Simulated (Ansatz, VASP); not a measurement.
**Al2Ru: VASP beside Ansatz**

```
Al Ru
1.0
     0.00000    3.98765    4.25353
     2.35057    0.00000    4.25353
     2.35057    3.98765    0.00000
Al Ru
4 2
Direct
  0.07895 0.42105 0.07895
  0.42105 0.07895 0.42105
  0.17105 0.82895 0.17105
  0.82895 0.17105 0.82895
  0.75000 0.75000 0.75000
  0.50000 0.50000 0.50000
```

Change from the starting cell: strain +0.000 along x and y, -0.030 along z, atoms carried along.

Alike in both runs: task single point; functional PBEsol; k mesh 10 × 10 × 10; occupations gaussian, width 0.03 eV; no spin polarisation.

|  | VASP | Ansatz |
| --- | --- | --- |
| version | VASP 6.6.1 | Ansatz 0.2.0 |
| potentials or method | VASP PAW PBE potentials, release 64 (Al, Ru_pv), cutoff 520 eV | scalar-relativistic, plane waves, PAW |
| valence electrons in the cell | 40 | 44 |

VASP gave:

* gap on the k mesh at the Fermi level (eV): 0.26
* least direct gap on the mesh (eV): 1.27
* pressure (GPa): 6.7
* traceless stress, the component that is largest in VASP (GPa): 6.75
* rms of the force components (eV/Å): 0.023

Task: Estimate Ansatz's values.

Result: gap on the k mesh at the Fermi level (eV): 0.26; least direct gap on the mesh (eV): 1.27; pressure (GPa): 6.5; traceless stress, the component that is largest in VASP (GPa): 6.70; rms of the force components (eV/Å): 0.023.

VASP's potentials were made for PBE, not for PBEsol. Atom by atom the forces differ by 0.000 eV/Å (rms over components). VASP's potentials hold 40 valence electrons a cell and Ansatz's 44, so a difference there can come from the potentials and not from the codes.
